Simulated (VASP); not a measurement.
Here is a VASP 6.6.1 calculation.

File POSCAR:

```
WCl
1.0
   -2.7282980000      2.9018670000      0.0000000000
    2.7282980000      0.0000000000      3.0971330000
    2.7282980000      2.9018670000      0.0000000000
W Cl
1 1
Direct
    0.0000000000      0.0000000000      0.0000000000
    0.5000000000      0.0000000000      0.5000000000
```

INCAR.step1

```
ALGO     = Normal         # electronic algorithm
EDIFF    = 1E-4           # SCF threshold, eV
ENCUT    = 520            # plane-wave cutoff, eV
GGA      = PE             # functional
ISMEAR   = -1             # smearing method
LASPH    = True           # aspherical terms in the spheres
LCHARG   = False          # write CHGCAR
LREAL    = False          # projectors in reciprocal space
LWAVE    = True           # write WAVECAR
NBANDS   = 18             # bands
NELM     = 60             # most SCF steps
PREC     = Accurate       # precision mode
SIGMA    = 0.1            # smearing width, eV
```

INCAR.step2

```
ALGO     = Normal         # electronic algorithm
EDIFF    = 1E-6           # SCF threshold, eV
ENCUT    = 520            # plane-wave cutoff, eV
ISIF     = 2              # what is computed and relaxed
ISMEAR   = -1             # smearing method
ISTART   = 1            
LASPH    = True           # aspherical terms in the spheres
LCHARG   = False          # write CHGCAR
LMIXTAU  = True         
LREAL    = False          # projectors in reciprocal space
LWAVE    = False          # write WAVECAR
METAGGA  = R2SCAN         # meta-GGA
NBANDS   = 18             # bands
NELM     = 60             # most SCF steps
PREC     = Accurate       # precision mode
SIGMA    = 0.1            # smearing width, eV
```

File KPOINTS:

```
k-points
0
Gamma
  11 11 11
```

Potentials or basis: VASP PAW PBE potentials, release 64 (W_sv, Cl).

Command:

```console
$ cat potpaw_PBE.64/W_sv/POTCAR potpaw_PBE.64/Cl/POTCAR > POTCAR
$ cp INCAR.step1 INCAR
$ mpirun -np 1 vasp_std > vasp.out
$ cp INCAR.step2 INCAR
$ mpirun -np 1 vasp_std > vasp.out
```

Q: Estimate the band gap on the k mesh.

A: Zero (an odd number of electrons rules out a gap without spin polarisation).

Q: Predict the pressure.

A: -16.2 GPa.

Stress tensor (GPa, compression positive):
```
-19.21   0.00   0.00
  0.00 -15.91   0.00
  0.00   0.00 -13.62
```

Caveat: the cell stands under tension; the PAW data sets were made with another functional, which shifts forces and pressure a little; spin-orbit coupling is left out, which moves the levels of the heavy elements; an odd number of electrons without spin polarisation forces a metal; a magnetic or distorted state may lie lower.
